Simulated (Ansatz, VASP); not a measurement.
**Two plane-wave programs on Sn**

```
Sn
1.0
    -1.91293    1.91293    1.91293
     1.91293   -1.91293    1.91293
     1.91293    1.91293   -1.91293
Sn
1
Direct
  0.00000 0.00000 0.00000
```

Alike in both runs: task relaxation of cell and atoms; functional PBE; k mesh 18 × 18 × 18; occupations fermi-dirac, width 0.08 eV; no spin polarisation.

```csv
,VASP,Ansatz
version,VASP 6.6.1,Ansatz 0.2.0
potentials or method,"VASP PAW PBE potentials, release 64 (Sn_d)","PAW with Ansatz's default frozen-core files, scalar-relativistic"
plane-wave cutoff (eV),600,420
valence electrons in the cell,14,14
```

```tsv
	VASP	Ansatz	Ansatz less VASP
relaxed volume (Å³/atom)	27.71	27.71	+0.003
relaxed length of the cell vector where the two differ most in proportion (Å)	3.302	3.302	+0.0001
```
